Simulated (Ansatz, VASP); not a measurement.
**Na: VASP beside Ansatz**

INCAR

```
PREC = Accurate
ENCUT = 520
EDIFF = 1E-8
ISMEAR = -1
SIGMA = 0.03
LREAL = F
LASPH = T
NELM = 80
ALGO = Normal
ISIF = 2
LWAVE = F
LCHARG = F
GGA = PS
LEFG = T
NBANDS = 10
```

File KPOINTS:

```
Automatic mesh
0
Gamma
  11 11 11
```

The input POSCAR:

```
Na
1.0
   -2.0751500000      2.0751500000      2.1175000000
    2.0751500000     -2.0751500000      2.1175000000
    2.0751500000      2.0751500000     -2.1175000000
Na
1
Direct
    0.0000000000      0.0000000000      0.0000000000
```

Input for Ansatz:

```yaml
crystal:
  lattice:
    - [-2.07515, 2.07515, 2.1175]
    - [2.07515, -2.07515, 2.1175]
    - [2.07515, 2.07515, -2.1175]
  atoms:
    - { symbol: Na, position: [0.0, 0.0, 0.0] }
kpoints:
  mp_grid: { grid: [11, 11, 11] }
scf:
  occupations: { method: fermi_dirac, width: 0.03 }
hamiltonian:
  xc: pbesol
  pseudopotentials: { kind: all_electron, datasets: crystal }
output:
  forces: true
  stress: true
  eigenvalues: true
  efg: { contact_densities: true }
```

Change from the starting cell: equal xx and yy strain of -2 %, crystal datasets.

Alike in both runs: task electric field gradients; functional PBEsol; k mesh 11 × 11 × 11; occupations fermi-dirac, width 0.03 eV; no spin polarisation.

|  | VASP | Ansatz |
| --- | --- | --- |
| version | VASP 6.6.1 | Ansatz 0.2.0 |
| potentials or method | VASP PAW PBE potentials, release 64 (Na_pv), cutoff 520 eV | all-electron PAW with datasets made for the crystal, scalar-relativistic |

|  | VASP | Ansatz | Ansatz less VASP |
| --- | --- | --- | --- |
| pressure (GPa) | 0.0 | 0.0 | 0.00 |
| traceless stress, the component that is largest in VASP (GPa) | -0.07 | -0.07 | 0.000 |
| size of Vzz on the site where it differs most (V/Å²) | 0.1 | 0.1 | -0.01 |

VASP's potentials were made for PBE, not for PBEsol. Ansatz ran all-electron here, and VASP with PAW potentials.
